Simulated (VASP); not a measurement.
# TiO2 (I4_1/amd) in VASP: a series of runs

The runs below take TiO2 through single point, with PBE.

All numbers are computed with VASP 6.6.1; they aren't measurements. Logs are shortened: lines on timing, memory, paths and dates and some standing lists are left out, and cuts for length are marked.

### Step 1. The cell of the first run

Symmetry: I4_1/amd, No. 141, tetragonal system. Conventional cell: a = 3.785 Å, b = 3.785 Å, c = 9.514 Å, α = 90.00°, β = 90.00°, γ = 90.00°. Ti (site symmetry -4m2) has 6 O at 1.94 to 1.97 Å within 2.6 Å. Within 2.6 Å of O (site symmetry 2mm) lie 3 Ti at 1.94 to 1.97 Å and 2 O at 2.45 Å.

### Step 2. Single point, PBE, collinear spin, ferromagnetic start

Contents of INCAR:

```
PREC = Accurate ; ENCUT = 520
EDIFF = 1E-6 ; ISMEAR = -1
SIGMA = 0.1 ; LREAL = F
LASPH = T ; NELM = 150
ALGO = Normal ; ISIF = 2
LWAVE = F ; LCHARG = F
ISPIN = 2 ; MAGMOM = 1 1 0 0 0 0
LORBIT = 11 ; LMAXMIX = 4
GGA = PE ; NBANDS = 37
ISYM = 0
```

Contents of KPOINTS:

```
Automatic mesh
0
Gamma
  5 5 7
```

Contents of POSCAR:

```
TiO2
1.0
   -1.8925000000      1.8925000000      4.7570000000
    1.8925000000     -1.8925000000      4.7570000000
    1.8925000000      1.8925000000     -4.7570000000
Ti O
2 4
Direct
    0.0000000000      0.0000000000      0.0000000000
    0.7500000000      0.2500000000      0.5000000000
    0.2066000000      0.2066000000      0.0000000000
    0.9566000000      0.4566000000      0.5000000000
    0.5434000000      0.0434000000      0.5000000000
    0.7934000000      0.7934000000      0.0000000000
```

Potentials or basis: VASP PAW PBE potentials, release 64 (Ti_sv, O).

Command:

```sh
$ cat potpaw_PBE.64/Ti_sv/POTCAR potpaw_PBE.64/O/POTCAR > POTCAR
$ mpirun -np 1 vasp_std > vasp.out
```

OUTCAR:

```text
PREC = Accurate
   ENCUT = 520
   EDIFF = 1E-6
   ISMEAR = -1
   LREAL = F
   LASPH = T
   NELM = 150
   ISIF = 2
   ISPIN = 2
   LORBIT = 11
   GGA = PE
   ISYM = 0

 ion  position               nearest neighbor table
   1  0.000  0.000  0.000-   5 1.94   4 1.94   5 1.94   4 1.94   3 1.97   6 1.97
   2  0.750  0.250  0.500-   6 1.94   3 1.94   6 1.94   3 1.94   4 1.97   5 1.97
   3  0.207  0.207  0.000-   2 1.94   2 1.94   1 1.97
   4  0.957  0.457  0.500-   1 1.94   1 1.94   2 1.97
   5  0.543  0.043  0.500-   1 1.94   1 1.94   2 1.97
   6  0.793  0.793  0.000-   2 1.94   2 1.94   1 1.97

IMPORTANT INFORMATION: All symmetrisations will be switched off!
NOSYMM: (Re-)initialisation of all symmetry stuff for point group C_1.

----------------------------------------------------------------------------------------

                                     Primitive cell

  volume of cell :      68.1499

  direct lattice vectors                    reciprocal lattice vectors
    -1.892500000  1.892500000  4.757000000     0.000000000  0.264200793  0.105108262
     1.892500000 -1.892500000  4.757000000     0.264200793  0.000000000  0.105108262
     1.892500000  1.892500000 -4.757000000     0.264200793  0.264200793  0.000000000

  length of vectors
     5.458219627  5.458219627  5.458219627     0.284341002  0.284341002  0.373636344

  position of ions in fractional coordinates (direct lattice)
     0.000000000  0.000000000  0.000000000
     0.750000000  0.250000000  0.500000000
     0.206600000  0.206600000  0.000000000
     0.956600000  0.456600000  0.500000000
     0.543400000  0.043400000  0.500000000
     0.793400000  0.793400000  0.000000000

  ion indices of the primitive-cell ions
   primitive index   ion index
                 1           1
                 2           2
                 3           3
                 4           4
                 5           5
                 6           6

----------------------------------------------------------------------------------------

 KPOINTS: Automatic mesh

Automatic generation of k-mesh.
 Grid dimensions read from file:
 generate k-points for:    5    5    7

 Generating k-lattice:

  Cartesian coordinates                     Fractional coordinates (reciprocal lattice)
     0.000000000  0.052840159  0.021021652     0.200000000  0.000000000 -0.000000000
     0.052840159  0.000000000  0.021021652     0.000000000  0.200000000 -0.000000000
     0.037742970  0.037742970  0.000000000     0.000000000  0.000000000  0.142857143

  Length of vectors
     0.056868200  0.056868200  0.053376621

  Shift w.r.t. Gamma in fractional coordinates (k-lattice)
     0.000000000  0.000000000  0.000000000

 -----------------------------------------------------------------------------
|                                                                             |
|           W    W    AA    RRRRR   N    N  II  N    N   GGGG   !!!           |
|           W    W   A  A   R    R  NN   N  II  NN   N  G    G  !!!           |
|           W    W  A    A  R    R  N N  N  II  N N  N  G       !!!           |
|           W WW W  AAAAAA  RRRRR   N  N N  II  N  N N  G  GGG   !            |
|           WW  WW  A    A  R   R   N   NN  II  N   NN  G    G                |
|           W    W  A    A  R    R  N    N  II  N    N   GGGG   !!!           |
|                                                                             |
|     Your reciprocal lattice and k-lattice belong to different lattice       |
|     classes:                                                                |
|                                                                             |
|        The reciprocal lattice is body-centered tetragonal,                  |
|        whereas your k-lattice is base-centered monoclinic.                  |
|                                                                             |
|     Results are often still useful ...                                      |
|                                                                             |
 -----------------------------------------------------------------------------

 WARNING: IBZKPT: internal override: KBLOWUP is changed to .FALSE.
      ... skipping the blow-up phase ...

 Subroutine IBZKPT returns following result:
 ===========================================

 Found     88 irreducible k-points:

 Following reciprocal coordinates:
            Coordinates               Weight
  0.000000  0.000000  0.000000      1.000000
  0.200000  0.000000  0.000000      2.000000
  0.400000 -0.000000  0.000000      2.000000
  0.000000  0.200000  0.000000      2.000000
  0.200000  0.200000  0.000000      2.000000
  0.400000  0.200000  0.000000      2.000000
[... 16 lines left out ...]
 -0.200000  0.200000  0.142857      2.000000
 -0.000000  0.400000  0.142857      2.000000
 [... further k-points ...]
   k-points           NKPTS =     88   k-points in BZ     NKDIM =     88   number of bands    NBANDS=     37
   number of dos      NEDOS =    301   number of ions     NIONS =      6
   total plane-waves  NPLWV =  74088
   dimension x,y,z NGX =    42 NGY =   42 NGZ =   42
   dimension x,y,z NGXF=    84 NGYF=   84 NGZF=   84
   ions per type =               2   4
   NGX,Y,Z   is equivalent  to a cutoff of  12.79, 12.79, 12.79 a.u.
   NGXF,Y,Z  is equivalent  to a cutoff of  25.58, 25.58, 25.58 a.u.
 SYSTEM =  unknown system
   PREC   = accura    normal or accurate (medium, high low for compatibility)
   ISTART =      0    job   : 0-new  1-cont  2-samecut
   ICHARG =      2    charge: 1-file 2-atom 10-const
   ISPIN  =      2    spin polarized calculation?
   LNONCOLLINEAR =      F non collinear calculations
   LSORBIT =      F    spin-orbit coupling
   LASPH  =      T    aspherical Exc in radial PAW
   ENCUT  =  520.0 eV  38.22 Ry    6.18 a.u.  10.15 10.15 10.15*2*pi/ulx,y,z
   NELM   =    150;   NELMIN=  2; NELMDL= -5     # of ELM steps
   EDIFF  = 0.1E-05   stopping-criterion for ELM
   LREAL  =      F    real-space projection
   EDIFFG = 0.1E-04   stopping-criterion for IOM
   NSW    =      0    number of steps for IOM
   IBRION =     -1    ionic relax: 0-MD 1-quasi-New 2-CG
   NFREE  =      0    steps in history (QN), initial steepest desc. (CG)
   ISIF   =      2    stress and relaxation
   ISYM   =      0    0-nonsym 1-usesym 2-fastsym
   POTIM  = 0.5000    time-step for ionic-motion
   TEBEG  =    0.0;   TEEND  =   0.0 temperature during run
   PSTRESS=    0.0 pullay stress
   NELECT =      48.0000    total number of electrons
   NUPDOWN=      -1.0000    fix difference up-down
   EMIN   =  10.00;   EMAX   =-10.00  energy-range for DOS
   EFERMI =   0.00;   METHOD = LEGACY
   ISMEAR =    -1;   SIGMA  =   0.10  broadening in eV -4-tet -1-fermi 0-gaus
   EFERMI_NEDOS =   21; number of points for ismear=-14 and -15
   IALGO  =     38    algorithm
   IMIX   =      4    mixing-type and parameters
     AMIX     =   0.40;   BMIX     =  1.00
     AMIX_MAG =   1.60;   BMIX_MAG =  1.00
  volume/ion in A,a.u.               =      11.36        76.65
  Fermi-wavevector in a.u.,A,eV,Ry     =   1.456578  2.752532 28.866366  2.121618
  Thomas-Fermi vector in A             =   2.573479
   LORBIT       =     11    0 simple, 1 ext, 2 COOP (PROOUT), +10 PAW based schemes
   GGA     = PE    functional components
   LHFCALC =     F    Hartree Fock is set to
   AEXX    =    0.0000 exact exchange contribution
   IVDW    =     0    specifies the selected vdW correction
   LEPSILON=     F    determine dielectric tensor
   LRPA    =     F    only Hartree local field effects (RPA)
 spin polarized calculation
  energy-cutoff  :      520.00
  volume of cell :       68.15
 maximum number of plane-waves:      1850
 NGX is ok and might be reduce to    42
   NGX = 21   NGY = 21   NGZ = 21

 number of electron      47.9999998 magnetization      -0.0000041

 number of electron      47.9999998 magnetization       0.0000016

 Free energy of the ion-electron system (eV)
  ---------------------------------------------------
  ext. energy  EPLUGINS =         0.00000000
  ---------------------------------------------------
  free energy    TOTEN  =       -53.81281524 eV

  energy without entropy =      -53.81281198  energy(sigma->0) =      -53.81281361

 E-fermi :   4.5554     XC(G=0): -10.7269

 val. band max:        3.3672806713   @ k =   0.0000   0.0000   0.4286
 cond. band min:       5.5131000263   @ k =   0.0000   0.0000   0.0000
 fundamental gap:      2.1458193550
 Fermi energy:         4.5553650824

 spin component 1

 k-point     1 :       0.0000    0.0000    0.0000
  band No.  band energies     occupation
      1     -52.9802      1.00000
      2     -52.9189      1.00000
      3     -29.4576      1.00000
      4     -29.2065      1.00000
      5     -29.2065      1.00000
      6     -29.1336      1.00000
[... 28 lines left out ...]
     35      10.9229      0.00000
     36      15.4536      0.00000

 k-point     2 :       0.2000    0.0000    0.0000
  band No.  band energies     occupation
      1     -52.9751      1.00000
      2     -52.9224      1.00000
      3     -29.4469      1.00000
      4     -29.2530      1.00000
      5     -29.2098      1.00000
      6     -29.1512      1.00000
[... 28 lines left out ...]
     35      11.6602      0.00000
     36      15.4188      0.00000
[... 817 lines left out ...]
     35      12.8102      0.00000
     36      15.7529      0.00000

 k-point    24 :      -0.0000    0.4000    0.1429
  band No.  band energies     occupation
      1     -52.9602      1.00000
      2     -52.9337      1.00000
      3     -29.4216      1.00000
      4     -29.3443      1.00000
      5     -29.2313      1.00000
      6     -29.1857      1.00000
[... 28 lines left out ...]
     35      14.1801      0.00000
     36      14.8283      0.00000

 [... further k-points ...]

 spin component 2

 k-point     1 :       0.0000    0.0000    0.0000
  band No.  band energies     occupation
      1     -52.9801      1.00000
      2     -52.9189      1.00000
      3     -29.4576      1.00000
      4     -29.2065      1.00000
      5     -29.2065      1.00000
      6     -29.1336      1.00000
[... 28 lines left out ...]
     35      10.9229      0.00000
     36      15.4536      0.00000

 k-point     2 :       0.2000    0.0000    0.0000
  band No.  band energies     occupation
      1     -52.9751      1.00000
      2     -52.9224      1.00000
      3     -29.4469      1.00000
      4     -29.2530      1.00000
      5     -29.2098      1.00000
      6     -29.1512      1.00000
[... 28 lines left out ...]
     35      11.6602      0.00000
     36      15.4188      0.00000
[... 817 lines left out ...]
     35      12.8103      0.00000
     36      15.7529      0.00000

 k-point    24 :      -0.0000    0.4000    0.1429
  band No.  band energies     occupation
      1     -52.9602      1.00000
      2     -52.9337      1.00000
      3     -29.4216      1.00000
      4     -29.3443      1.00000
      5     -29.2313      1.00000
      6     -29.1856      1.00000
[... 28 lines left out ...]
     35      14.1801      0.00000
     36      14.8283      0.00000

 [... further k-points ...]

 [bands above 36 left out]

------------------------ aborting loop because EDIFF is reached ----------------------------------------

  FORCE on cell =-STRESS in cart. coord.  units (eV):
  Direction    XX          YY          ZZ          XY          YZ          ZX
  --------------------------------------------------------------------------------------
  -------------------------------------------------------------------------------------
  Total        2.2381607      2.2381558      4.0254174     -0.0001114     -0.0000172     -0.0000203
  in kB       52.6183145     52.6181983     94.6360448     -0.0026201     -0.0004047     -0.0004779
  external PRESSURE =      66.6241859 kB  Pullay stress =       0.0000000 kB

 VOLUME and BASIS-vectors are now :
 -----------------------------------------------------------------------------
  energy-cutoff  :      520.00
  volume of cell :       68.15
      direct lattice vectors                 reciprocal lattice vectors
    -1.892500000  1.892500000  4.757000000     0.000000000  0.264200793  0.105108262
     1.892500000 -1.892500000  4.757000000     0.264200793  0.000000000  0.105108262
     1.892500000  1.892500000 -4.757000000     0.264200793  0.264200793  0.000000000

 POSITION                                       TOTAL-FORCE (eV/Angst)
 -----------------------------------------------------------------------------------
      0.00000      0.00000      0.00000         0.000054     -0.000054      0.000002
      0.00000      1.89250      2.37850        -0.000055      0.000055     -0.000003
      0.00000      0.00000      1.96559         0.000026     -0.000027      0.360757
      0.00000      1.89250      4.34409        -0.000027      0.000025      0.360746
      0.00000      1.89250      0.41291        -0.000025      0.000027     -0.360749
      0.00000      0.00000      7.54841         0.000027     -0.000025     -0.360752
 -----------------------------------------------------------------------------------
    total drift:                               -0.000001      0.000001     -0.000001

  FREE ENERGIE OF THE ION-ELECTRON SYSTEM (eV)
  ---------------------------------------------------
  free  energy   TOTEN  =       -53.8128152419 eV

  energy  without entropy=      -53.8128119812  energy(sigma->0) =      -53.81281361

 total charge

# of ion       s       p       d       tot
------------------------------------------
    1        2.227   6.303   1.756  10.286
    2        2.227   6.303   1.756  10.286
    3        1.573   3.510   0.000   5.082
    4        1.573   3.510   0.000   5.082
    5        1.573   3.510   0.000   5.082
    6        1.573   3.510   0.000   5.082
--------------------------------------------------
tot         10.744  26.645   3.512  40.902

 magnetization (x)

# of ion       s       p       d       tot
------------------------------------------
    1       -0.000   0.000   0.000   0.000
    2       -0.000   0.000   0.000   0.000
    3       -0.000  -0.000   0.000  -0.000
    4       -0.000  -0.000   0.000  -0.000
    5       -0.000  -0.000   0.000  -0.000
    6       -0.000  -0.000   0.000  -0.000
--------------------------------------------------
tot         -0.000  -0.000   0.000  -0.000
```

It took 11 min on 1 thread of AMD EPYC 9R14 (Zen 4), shared host; peak memory 0.48 GiB.

Results:

- Free energy: -53.8128 eV
- Pressure: 6.7 GPa
- Largest force: 0.361 eV/Å
- Band gap on the k mesh: 2.15 eV, indirect (least direct gap 2.54 eV)
- Net moment: 0.00 μB per cell
- Valence electrons inside the program's atomic spheres: Ti 10.29; O 5.08

Forces on the atoms (eV/Å):
```
Ti   0.000  0.000  0.000
Ti   0.000  0.000  0.000
O    0.000  0.000  0.361
O    0.000  0.000  0.361
O    0.000  0.000 -0.361
O    0.000  0.000 -0.361
```

A k mesh can miss the band edges.

### Step 3. Single point, PBE, collinear spin, ferromagnetic start

Contents of INCAR:

```
PREC = Accurate
ENCUT = 520
EDIFF = 1E-6
ISMEAR = -1
SIGMA = 0.1
LREAL = F
LASPH = T
NELM = 150
ALGO = Normal
ISIF = 2
LWAVE = F
LCHARG = F
ISPIN = 2
MAGMOM = 1 1 0 0 0 0
LORBIT = 11
NUPDOWN = 2.0
LMAXMIX = 4
GGA = PE
NBANDS = 37
ISYM = 0
```

Contents of KPOINTS:

```
regular mesh
0
Gamma
  5 5 7
```

POSCAR is that of step 2.

Potentials or basis: VASP PAW PBE potentials, release 64 (Ti_sv, O).

Command:

```sh
$ cat potpaw_PBE.64/Ti_sv/POTCAR potpaw_PBE.64/O/POTCAR > POTCAR
$ mpirun -np 1 vasp_std > vasp.out
```

Wall time 7.7 min (1 thread of Intel Xeon 6975P-C (Granite Rapids), shared host); peak memory 0.51 GiB.

The run converged. Its results:

```
Free energy                                           : -50.3918 eV
Pressure                                              : 17.1 GPa
Largest force                                         : 0.890 eV/Å
Net moment                                            : 2.00 μB per cell
Site moments                                          : Ti +0.43; O +0.21 μB
Valence electrons inside the program's atomic spheres : Ti 10.40; O 5.05
```

Forces in eV/Å, atoms in the order of the input:
```
Ti  -0.001  0.001  0.000
Ti   0.001 -0.001  0.000
O   -0.001  0.000  0.890
O    0.000 -0.001  0.890
O    0.001  0.000 -0.890
O    0.000  0.001 -0.890
```

Stress tensor (GPa, compression positive):
```
15.45 -0.02  0.00
-0.02 15.45  0.00
 0.00  0.00 20.37
```

Caveat: the total moment is fixed, so each spin has its own Fermi level.
